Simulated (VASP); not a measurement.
# Bi4Te (P6/mmm) in VASP: single point with PBE

Aim: the single point of Bi4Te with PBE.

All numbers are computed with VASP 6.6.1; they aren't measurements. Logs are shortened: lines on timing, memory, paths and dates and some standing lists are left out, and cuts for length are marked.

### Step 1. The cell of the first run

The structure is hexagonal, space group P6/mmm (No. 191). Conventional cell: a = 5.614 Å, b = 5.614 Å, c = 6.584 Å, α = 90.00°, β = 90.00°, γ = 120.00°. Within 4.3 Å of Bi (site symmetry 3m) lie 5 Bi at 3.24 to 3.31 Å and 3 Te at 3.63 Å. Te (site symmetry 6/mmm) has 12 Bi at 3.63 Å within 4.8 Å.

The cell was generated, and may not be a known phase.

### Step 2. Single point, PBE

Contents of INCAR:

```
PREC     = Accurate       # precision mode
ENCUT    = 520            # plane-wave cutoff, eV
EDIFF    = 1E-7           # SCF threshold, eV
ISMEAR   = 0              # smearing method
SIGMA    = 0.1            # smearing width, eV
LREAL    = F              # projectors in reciprocal space
LASPH    = T              # aspherical terms in the spheres
NELM     = 60             # most SCF steps
ALGO     = Fast           # electronic algorithm
ISIF     = 2              # what is computed and relaxed
LWAVE    = F              # write WAVECAR
LCHARG   = T              # write CHGCAR
GGA      = PE             # functional
LELF     = T              # ELF
LVHAR    = T            
NBANDS   = 41             # bands
```

Contents of KPOINTS:

```
regular mesh
0
Gamma
  12 12 6
```

Contents of POSCAR:

```
Bi4Te
1.0
    5.6137480713      0.0000000000      0.0000000000
   -2.8068740357      4.8616484402      0.0000000000
    0.0000000000      0.0000000000      6.5837971478
Bi Te
4 1
Direct
    0.3333333333      0.6666666667      0.7510345271
    0.3333333333      0.6666666667      0.2489654729
    0.6666666667      0.3333333333      0.2489654729
    0.6666666667      0.3333333333      0.7510345271
    0.0000000000      0.0000000000      0.0000000000
```

Potentials or basis: VASP PAW PBE potentials, release 64 (Bi_d, Te).

On the command line:

```console
cat potpaw_PBE.64/Bi_d/POTCAR potpaw_PBE.64/Te/POTCAR > POTCAR
mpirun -np 1 vasp_std > vasp.out
```

OUTCAR:

```text
PREC = Accurate
   ENCUT = 520
   EDIFF = 1E-7
   ISMEAR = 0
   LREAL = F
   LASPH = T
   NELM = 60
   ISIF = 2
   GGA = PE

 ion  position               nearest neighbor table
   1  0.333  0.667  0.751-   4 3.24   4 3.24   4 3.24   2 3.28   2 3.31   5 3.63   5 3.63   5 3.63

   2  0.333  0.667  0.249-   3 3.24   3 3.24   3 3.24   1 3.28   1 3.31   5 3.63   5 3.63   5 3.63

   3  0.667  0.333  0.249-   2 3.24   2 3.24   2 3.24   4 3.28   4 3.31   5 3.63   5 3.63   5 3.63

   4  0.667  0.333  0.751-   1 3.24   1 3.24   1 3.24   3 3.28   3 3.31   5 3.63   5 3.63   5 3.63

   5  0.000  0.000  0.000-   1 3.63   2 3.63   3 3.63   4 3.63   3 3.63   4 3.63   1 3.63   2 3.63
                             3 3.63   4 3.63   1 3.63   2 3.63

  LATTYP: Found a hexagonal cell.
 ALAT       =     5.6137480713
 C/A-ratio  =     1.1727988261

  Lattice vectors:

 A1 = (   5.6137480713,   0.0000000000,   0.0000000000)
 A2 = (  -2.8068740357,   4.8616484402,   0.0000000000)
 A3 = (   0.0000000000,   0.0000000000,   6.5837971478)

Analysis of symmetry for initial positions (statically):
=====================================================================
 Subroutine PRICEL returns:
 Original cell was already a primitive cell.

 Routine SETGRP: Setting up the symmetry group for a
 hexagonal supercell.

 Subroutine GETGRP returns: Found 24 space group operations
 (whereof 24 operations were pure point group operations)
 out of a pool of 24 trial point group operations.

The static configuration has the point symmetry D_6h.

Analysis of symmetry for dynamics (positions and initial velocities):
=====================================================================
 Subroutine PRICEL returns:
 Original cell was already a primitive cell.

 Routine SETGRP: Setting up the symmetry group for a
 hexagonal supercell.

 Subroutine GETGRP returns: Found 24 space group operations
 (whereof 24 operations were pure point group operations)
 out of a pool of 24 trial point group operations.

The dynamic configuration has the point symmetry D_6h.

 Subroutine INISYM returns: Found 24 space group operations
 (whereof 24 operations are pure point group operations),
 and found     1 'primitive' translations

----------------------------------------------------------------------------------------

                                     Primitive cell

  volume of cell :     179.6854

  direct lattice vectors                    reciprocal lattice vectors
     5.613748071  0.000000000  0.000000000     0.178134107  0.102845775  0.000000000
    -2.806874036  4.861648440  0.000000000     0.000000000  0.205691549  0.000000000
     0.000000000  0.000000000  6.583797148     0.000000000  0.000000000  0.151888033

  length of vectors
     5.613748071  5.613748071  6.583797148     0.205691549  0.205691549  0.151888033

  position of ions in fractional coordinates (direct lattice)
     0.333333333  0.666666667  0.751034527
     0.333333333  0.666666667  0.248965473
     0.666666667  0.333333333  0.248965473
     0.666666667  0.333333333  0.751034527
     0.000000000  0.000000000  0.000000000

  ion indices of the primitive-cell ions
   primitive index   ion index
                 1           1
                 2           2
                 3           3
                 4           4
                 5           5

----------------------------------------------------------------------------------------

 KPOINTS: regular mesh

Automatic generation of k-mesh.
 Grid dimensions read from file:
 generate k-points for:   12   12    6

 Generating k-lattice:

  Cartesian coordinates                     Fractional coordinates (reciprocal lattice)
     0.014844509  0.008570481  0.000000000     0.083333333 -0.000000000  0.000000000
     0.000000000  0.017140962  0.000000000     0.000000000  0.083333333  0.000000000
     0.000000000  0.000000000  0.025314672     0.000000000  0.000000000  0.166666667

  Length of vectors
     0.017140962  0.017140962  0.025314672

  Shift w.r.t. Gamma in fractional coordinates (k-lattice)
     0.000000000  0.000000000  0.000000000

 Subroutine IBZKPT returns following result:
 ===========================================

 Found     76 irreducible k-points:

 Following reciprocal coordinates:
            Coordinates               Weight
  0.000000  0.000000  0.000000      1.000000
  0.083333  0.000000  0.000000      6.000000
  0.166667 -0.000000  0.000000      6.000000
  0.250000  0.000000  0.000000      6.000000
  0.333333  0.000000  0.000000      6.000000
  0.416667 -0.000000  0.000000      6.000000
[... 16 lines left out ...]
  0.250000  0.000000  0.166667     12.000000
  0.333333  0.000000  0.166667     12.000000
 [... further k-points ...]
   k-points           NKPTS =     76   k-points in BZ     NKDIM =     76   number of bands    NBANDS=     41
   number of dos      NEDOS =    301   number of ions     NIONS =      5
   total plane-waves  NPLWV =  88200
   dimension x,y,z NGX =    42 NGY =   42 NGZ =   50
   dimension x,y,z NGXF=    84 NGYF=   84 NGZF=  100
   ions per type =               4   1
   NGX,Y,Z   is equivalent  to a cutoff of  12.44, 12.44, 12.63 a.u.
   NGXF,Y,Z  is equivalent  to a cutoff of  24.88, 24.88, 25.25 a.u.
 SYSTEM =  unknown system
   PREC   = accura    normal or accurate (medium, high low for compatibility)
   ISTART =      0    job   : 0-new  1-cont  2-samecut
   ICHARG =      2    charge: 1-file 2-atom 10-const
   ISPIN  =      1    spin polarized calculation?
   LNONCOLLINEAR =      F non collinear calculations
   LSORBIT =      F    spin-orbit coupling
   LASPH  =      T    aspherical Exc in radial PAW
   ENCUT  =  520.0 eV  38.22 Ry    6.18 a.u.  10.44 10.44 12.24*2*pi/ulx,y,z
   NELM   =     60;   NELMIN=  2; NELMDL= -5     # of ELM steps
   EDIFF  = 0.1E-06   stopping-criterion for ELM
   LREAL  =      F    real-space projection
   EDIFFG = 0.1E-05   stopping-criterion for IOM
   NSW    =      0    number of steps for IOM
   IBRION =     -1    ionic relax: 0-MD 1-quasi-New 2-CG
   NFREE  =      0    steps in history (QN), initial steepest desc. (CG)
   ISIF   =      2    stress and relaxation
   ISYM   =      2    0-nonsym 1-usesym 2-fastsym
   POTIM  = 0.5000    time-step for ionic-motion
   TEBEG  =    0.0;   TEEND  =   0.0 temperature during run
   PSTRESS=    0.0 pullay stress
   NELECT =      66.0000    total number of electrons
   NUPDOWN=      -1.0000    fix difference up-down
   EMIN   =  10.00;   EMAX   =-10.00  energy-range for DOS
   EFERMI =   0.00;   METHOD = LEGACY
   ISMEAR =     0;   SIGMA  =   0.10  broadening in eV -4-tet -1-fermi 0-gaus
   EFERMI_NEDOS =   21; number of points for ismear=-14 and -15
   IALGO  =     68    algorithm
   IMIX   =      4    mixing-type and parameters
     AMIX     =   0.40;   BMIX     =  1.00
     AMIX_MAG =   1.60;   BMIX_MAG =  1.00
  volume/ion in A,a.u.               =      35.94       242.52
  Fermi-wavevector in a.u.,A,eV,Ry     =   1.172425  2.215563 18.702310  1.374581
  Thomas-Fermi vector in A             =   2.308854
   LORBIT       =      0    0 simple, 1 ext, 2 COOP (PROOUT), +10 PAW based schemes
   GGA     = PE    functional components
   LHFCALC =     F    Hartree Fock is set to
   AEXX    =    0.0000 exact exchange contribution
   IVDW    =     0    specifies the selected vdW correction
   LEPSILON=     F    determine dielectric tensor
   LRPA    =     F    only Hartree local field effects (RPA)
 non-spin polarized calculation
 RMM-DIIS sequential band-by-band and
 Gauss-broadening in eV      SIGMA  =   0.10
  energy-cutoff  :      520.00
  volume of cell :      179.69
 maximum number of plane-waves:      4886
 NGX is ok and might be reduce to    42
   NGX = 21   NGY = 21   NGZ = 25

 number of electron      65.9999977 magnetization

 Free energy of the ion-electron system (eV)
  ---------------------------------------------------
  ext. energy  EPLUGINS =         0.00000000
  ---------------------------------------------------
  free energy    TOTEN  =       -18.15786492 eV

  energy without entropy =      -18.14172270  energy(sigma->0) =      -18.14979381

 E-fermi :   5.9503     XC(G=0):  -9.2698

 val. band max:        5.9378402050   @ k =   0.4167   0.1667   0.5000
 cond. band min:       5.9510382890   @ k =   0.3333   0.0833   0.5000
 fundamental gap:      0.0131980839
 Fermi energy:         5.9502816979

 k-point     1 :       0.0000    0.0000    0.0000
  band No.  band energies     occupation
      1     -17.0608      2.00000
      2     -16.9493      2.00000
      3     -16.9440      2.00000
      4     -16.9440      2.00000
      5     -16.9393      2.00000
      6     -16.9393      2.00000
[... 33 lines left out ...]
     40      10.2953      0.00000
     41      10.3476      0.00000

 k-point     2 :       0.0833    0.0000    0.0000
  band No.  band energies     occupation
      1     -17.0601      2.00000
      2     -16.9616      2.00000
      3     -16.9463      2.00000
      4     -16.9422      2.00000
      5     -16.9420      2.00000
      6     -16.9360      2.00000
[... 33 lines left out ...]
     40      10.4221      0.00000
     41      10.4649      0.00000

 k-point     3 :       0.1667   -0.0000    0.0000
  band No.  band energies     occupation
      1     -17.0580      2.00000
      2     -16.9786      2.00000
      3     -16.9561      2.00000
      4     -16.9463      2.00000
      5     -16.9442      2.00000
      6     -16.9402      2.00000
[... 33 lines left out ...]
     40      10.6700      0.00000
     41      10.8441      0.00000

 k-point     4 :       0.2500    0.0000    0.0000
  band No.  band energies     occupation
      1     -17.0546      2.00000
      2     -16.9952      2.00000
      3     -16.9681      2.00000
      4     -16.9581      2.00000
      5     -16.9487      2.00000
      6     -16.9459      2.00000
[... 825 lines left out ...]
     40      11.0149      0.00000
     41      11.2217      0.00000

 k-point    23 :       0.2500    0.0000    0.1667
  band No.  band energies     occupation
      1     -17.0391      2.00000
      2     -16.9857      2.00000
      3     -16.9674      2.00000
      4     -16.9589      2.00000
      5     -16.9499      2.00000
      6     -16.9399      2.00000
[... 33 lines left out ...]
     40      10.5895      0.00000
     41      11.1061      0.00000

 k-point    24 :       0.3333    0.0000    0.1667
  band No.  band energies     occupation
      1     -17.0349      2.00000
      2     -17.0001      2.00000
      3     -16.9777      2.00000
      4     -16.9689      2.00000
      5     -16.9583      2.00000
      6     -16.9414      2.00000
[... 33 lines left out ...]
     40      10.2607      0.00000
     41      10.5441      0.00000

 [... further k-points ...]

------------------------ aborting loop because EDIFF is reached ----------------------------------------

  FORCE on cell =-STRESS in cart. coord.  units (eV):
  Direction    XX          YY          ZZ          XY          YZ          ZX
  --------------------------------------------------------------------------------------
  -------------------------------------------------------------------------------------
  Total       -0.0806103     -0.0806103     -0.0077780      0.0000000     -0.0000000      0.0000000
  in kB       -0.7187672     -0.7187672     -0.0693531      0.0000000     -0.0000000      0.0000000
  external PRESSURE =      -0.5022958 kB  Pullay stress =       0.0000000 kB

 VOLUME and BASIS-vectors are now :
 -----------------------------------------------------------------------------
  energy-cutoff  :      520.00
  volume of cell :      179.69
      direct lattice vectors                 reciprocal lattice vectors
     5.613748071  0.000000000  0.000000000     0.178134107  0.102845775  0.000000000
    -2.806874036  4.861648440  0.000000000     0.000000000  0.205691549  0.000000000
     0.000000000  0.000000000  6.583797148     0.000000000  0.000000000  0.151888033

 POSITION                                       TOTAL-FORCE (eV/Angst)
 -----------------------------------------------------------------------------------
     -0.00000      3.24110      4.94466         0.000000      0.000000      0.009984
     -0.00000      3.24110      1.63914         0.000000      0.000000     -0.009984
      2.80687      1.62055      1.63914        -0.000000     -0.000000     -0.009984
      2.80687      1.62055      4.94466        -0.000000     -0.000000      0.009984
      0.00000      0.00000      0.00000        -0.000000      0.000000     -0.000000
 -----------------------------------------------------------------------------------
    total drift:                               -0.000000      0.000000     -0.000000

  FREE ENERGIE OF THE ION-ELECTRON SYSTEM (eV)
  ---------------------------------------------------
  free  energy   TOTEN  =       -18.1578649249 eV

  energy  without entropy=      -18.1417227004  energy(sigma->0) =      -18.14979381
```

Run time: 14 min. Hardware: 1 thread of Oxide Virtual Turin-like, shared host; peak memory 0.55 GiB.

What came out:

| Item | Value |
| --- | --- |
| Free energy | -18.1579 eV |
| Pressure | -0.1 GPa |
| Largest force | 0.010 eV/Å |
| Band gap on the k mesh | zero (bands 33 and 34 overlap by 2.24 eV) |

Forces in eV/Å, atoms in the order of the input:
```
Bi   0.000  0.000  0.010
Bi   0.000  0.000 -0.010
Bi   0.000  0.000 -0.010
Bi   0.000  0.000  0.010
Te   0.000  0.000  0.000
```

Caveat: spin-orbit coupling is left out, which moves the levels of the heavy elements.
